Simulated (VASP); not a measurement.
Set up this calculation in VASP 6.6.1, as the native input.

| Item | Value |
| --- | --- |
| Task | single point |
| Functional | PBE |
| Potentials or basis | VASP PAW PBE potentials, release 64 (Mg, O) |
| Cutoff | 520 eV |
| k mesh | 16 × 16 × 16 |
| Occupations | fermi-dirac, width 0.05 eV |
| Spin | no spin polarisation |
| Dipole correction | no |
| Further INCAR settings | ALGO = Normal; EDIFF = 1e-06; NBANDS = 11 |

The structure of MgO (rocksalt type) lies in POSCAR:

```
MgO
1.0
    0.0000000000      2.0218062068      2.0218062068
    2.0218062068      0.0000000000      2.0218062068
    2.0218062068      2.0218062068      0.0000000000
Mg O
1 1
Direct
    0.0000000000      0.0000000000      0.0000000000
    0.5000000000      0.5000000000      0.5000000000
```

The input as run:

INCAR

```
PREC = Accurate
ENCUT = 520
EDIFF = 1E-6
ISMEAR = -1
SIGMA = 0.05
LREAL = False
LASPH = True
NELM = 60
ALGO = Normal
ISIF = 2
LWAVE = False
LCHARG = False
GGA = PE
NBANDS = 11
```

KPOINTS

```
Automatic mesh
0
Gamma
  16 16 16
```

Potentials or basis: VASP PAW PBE potentials, release 64 (Mg, O).

The run is started by

```bash
$ cat potpaw_PBE.64/Mg/POTCAR potpaw_PBE.64/O/POTCAR > POTCAR
$ mpirun -np 1 vasp_std > vasp.out
```

Results of the run:

```yaml
Pressure: 30.4 GPa
Band_gap_on_the_k_mesh: 6.01 eV, direct
```

Run time: 8.5 s on 1 thread of Intel(R) Xeon(R) 6975P-C (Granite Rapids), with other jobs on the host, peak memory 0.16 GiB.
